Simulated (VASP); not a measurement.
Wanted: the native input for a VASP 6.6.1 run.

```
Task                   : electric field gradients
Functional             : r2SCAN
Potentials or basis    : VASP PAW PBE potentials, release 64 (Ta_pv, N)
Cutoff                 : 520 eV
k mesh                 : 13 × 13 × 11
Occupations            : fermi-dirac, width 0.05 eV
Spin                   : no spin polarisation
Dipole correction      : no
Further INCAR settings : ALGO = Normal; EDIFF = 1e-08; NBANDS = 15
```

The system is TaN.

```
CELL_PARAMETERS angstrom
2.99760 0.00000 0.00000
-1.49880 2.59600 0.00000
0.00000 0.00000 2.94686
ATOMIC_POSITIONS crystal
Ta 0.00000 0.00000 0.50000
N 0.66667 0.33333 0.00000
```

This cell differs from its parent crystal: volume scaled by 1.06.

One way to write it, as run:

POSCAR

```
TaN
1.0
    2.9976027420      0.0000000000      0.0000000000
   -1.4988013710      2.5960001250      0.0000000000
    0.0000000000      0.0000000000      2.9468595706
Ta N
1 1
Direct
    0.0000000000      0.0000000000      0.5000000000
    0.6666666667      0.3333333333      0.0000000000
```

INCAR.step1

```
SYSTEM = TaN
PREC = Accurate
ENCUT = 520
ISMEAR = -1
SIGMA = 0.05
LREAL = .FALSE.
LASPH = .TRUE.
NELM = 100
NBANDS = 15
GGA = PE
ALGO = Normal
EDIFF = 1E-4
LWAVE = .TRUE.
LCHARG = .FALSE.
```

INCAR.step2

```
SYSTEM = TaN
PREC = Accurate
ENCUT = 520
EDIFF = 1E-8
ISMEAR = -1
SIGMA = 0.05
LREAL = .FALSE.
LASPH = .TRUE.
NELM = 100
ALGO = Normal
ISIF = 2
LWAVE = .FALSE.
LCHARG = .FALSE.
METAGGA = R2SCAN
LMIXTAU = .TRUE.
LEFG = .TRUE.
NBANDS = 15
ISTART = 1
```

KPOINTS

```
Automatic mesh
0
G
  13 13 11
  0 0 0
```

Potentials or basis: VASP PAW PBE potentials, release 64 (Ta_pv, N).

Command:

```console
$ cat potpaw_PBE.64/Ta_pv/POTCAR potpaw_PBE.64/N/POTCAR > POTCAR
$ cp INCAR.step1 INCAR
$ mpirun -np 1 vasp_std > vasp.out
$ cp INCAR.step2 INCAR
$ mpirun -np 1 vasp_std > vasp.out
```

Results of the run:

```
Pressure               : -18.6 GPa
Band gap on the k mesh : zero (band 8 reaches 7.72 eV, above the bottom of band 9 at 7.52 eV)
```

Caveat: without QUAD_EFG the Cq values of the log hold for a quadrupole moment of 1 mb, not for the nuclei; the PAW data sets were made with another functional, which shifts forces and pressure a little; spin-orbit coupling is left out, which moves the levels of the heavy elements.

Run time: 110 s on 1 thread of Intel Xeon 6975P-C, with other jobs on the host, peak memory 0.18 GiB.
